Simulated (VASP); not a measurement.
A run of VASP 6.6.1 is set up as follows.

Contents of INCAR:

```
PREC = Accurate ; ENCUT = 500
EDIFF = 1E-6 ; ISMEAR = 0
SIGMA = 0.1 ; LREAL = False
LASPH = True ; NELM = 120
ALGO = Normal ; ISIF = 2
LWAVE = False ; LCHARG = False
GGA = PE ; NBANDS = 18
GGA_COMPAT = False
```

KPOINTS

```
Automatic mesh
0
Gamma
  6 6 6
```

File POSCAR:

```
TiB2H2
1.0
    3.9655871462      0.0000000000      0.0000000000
   -1.9827935731      3.4342992096      0.0000000000
    0.0000000000      0.0000000000      2.9133155860
Ti B H
1 2 2
Direct
    0.0000000000      0.0000000000      0.0000000000
    0.3333333333      0.6666666667      0.0000000000
    0.6666666667      0.3333333333      0.0000000000
    0.3333333333      0.6666666667      0.5000000000
    0.6666666667      0.3333333333      0.5000000000
```

Potentials or basis: VASP PAW PBE potentials, release 64 (Ti_sv, B, H).

Run with:

```sh
$ cat potpaw_PBE.64/Ti_sv/POTCAR potpaw_PBE.64/B/POTCAR potpaw_PBE.64/H/POTCAR > POTCAR
$ mpirun -np 1 vasp_std > vasp.out
```

**Question.** What does it give for the band gap on the k mesh?

**Answer.** Zero (band 10 reaches 7.51 eV, above the bottom of band 11 at 5.93 eV).

**Question.** What does it give for the pressure?

**Answer.** -0.2 GPa.

Stress tensor (GPa, compression positive):
```
-0.23  0.00  0.00
 0.00 -0.23  0.00
 0.00  0.00 -0.14
```
